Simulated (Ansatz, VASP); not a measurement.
AlN in VASP and in Ansatz

INCAR

```
PREC = Accurate ; ENCUT = 600
EDIFF = 1E-6 ; ISMEAR = 0
SIGMA = 0.1 ; LREAL = F
LASPH = T ; NELM = 120
ALGO = Normal ; ISIF = 2
LWAVE = F ; LCHARG = T
GGA = PE ; LELF = T
LVHAR = T ; NBANDS = 16
GGA_COMPAT = F
```

KPOINTS

```
Automatic mesh
0
Gamma
  6 6 4
```

The input POSCAR:

```
AlN
1.0
    3.0810000000      0.0000000000      0.0000000000
   -1.5405000000      2.6682242691      0.0000000000
    0.0000000000      0.0000000000      5.0310000000
Al N
2 2
Direct
    0.3333333333      0.6666666667      0.0000000000
    0.6666666667      0.3333333333      0.5000000000
    0.3333333333      0.6666666667      0.3820000000
    0.6666666667      0.3333333333      0.8820000000
```

Input for Ansatz:

```yaml
crystal:
  lattice:
    - [3.081, 0.0, 0.0]
    - [-1.5405, 2.6682242691, 0.0]
    - [0.0, 0.0, 5.031]
  atoms:
    - { symbol: Al, position: [0.3333333333, 0.6666666667, 0.0] }
    - { symbol: Al, position: [0.6666666667, 0.3333333333, 0.5] }
    - { symbol: "N", position: [0.3333333333, 0.6666666667, 0.382] }
    - { symbol: "N", position: [0.6666666667, 0.3333333333, 0.882] }
basis:
  ecutwfc: 420
kpoints:
  mp_grid: { grid: [6, 6, 4] }
hamiltonian:
  xc: pbe
scf:
  occupations: { method: gaussian, width: 0.1 }
output:
  forces: true
  stress: true
  eigenvalues: true
```

Alike in both runs: task single point; functional PBE; k mesh 6 × 6 × 4; occupations gaussian, width 0.1 eV; no spin polarisation.

|  | VASP | Ansatz |
| --- | --- | --- |
| version | VASP 6.6.1 | Ansatz 0.2.0 |
| potentials or method | VASP PAW PBE potentials, release 64 (Al, N), cutoff 600 eV | scalar-relativistic, plane waves, PAW |
| valence electrons in the cell | 16 | 16 |

|  | VASP | Ansatz | Ansatz less VASP |
| --- | --- | --- | --- |
| gap on the k mesh at the Fermi level (eV) | 4.33 | 4.32 | -0.012 |
| least direct gap on the mesh (eV) | 4.33 | 4.32 | -0.012 |
| pressure (GPa) | 5.9 | 6.2 | +0.38 |
| traceless stress, the component that is largest in VASP (GPa) | -5.53 | -5.53 | +0.003 |
| rms of the force components (eV/Å) | 0.134 | 0.133 | -0.0009 |

Atom by atom the forces differ by 0.001 eV/Å (rms over components). The functional is the same, so the differences come from potentials, cutoffs and numerics.
